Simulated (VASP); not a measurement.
TiAl3:

```
CELL_PARAMETERS angstrom
-1.91111 1.91111 4.28067
1.91111 -1.91111 4.28067
1.91111 1.91111 -4.28067
ATOMIC_POSITIONS crystal
Ti 0.00000 0.00000 0.00000
Al 0.50000 0.50000 0.00000
Al 0.75000 0.25000 0.50000
Al 0.25000 0.75000 0.50000
```

* Program: VASP 6.6.1
* Task: relaxation of cell and atoms
* Functional: RPBE
* Potentials or basis: VASP PAW PBE potentials, release 64 (Ti_sv, Al)
* Cutoff: 500 eV
* k mesh: 9 × 9 × 9
* Occupations: methfessel-paxton, width 0.1 eV
* Spin: no spin polarisation

At the start: pressure 4.3 GPa; volume 15.63 Å³/atom.

Task: Where does the relaxation end?

Result: Over 5 steps the energy falls by 8.1 meV/atom and the volume is 16.25 Å³/atom (+4.0 %); space group I4/mmm (No. 139, to 0.1 Å) before and after.

The path:
```csv
step,energy change (eV),largest force (eV/Å),pressure (GPa),volume (Å³)
1,0.0000,0.0000,4.30,62.54
2,-0.0233,0.0000,-2.05,66.42
3,-0.0323,0.0000,0.00,65.03
4,-0.0323,0.0000,-0.07,65.08
5,-0.0324,0.0000,0.03,65.01
```

Final structure:
```
Ti Al
1.0
    -1.93564    1.93564    4.33816
     1.93564   -1.93564    4.33816
     1.93564    1.93564   -4.33816
Ti Al
1 3
Direct
  0.00000 0.00000 0.00000
  0.50000 0.50000 0.00000
  0.75000 0.25000 0.50000
  0.25000 0.75000 0.50000
```

Caveat: the PAW data sets were made with another functional, which shifts forces and pressure a little.
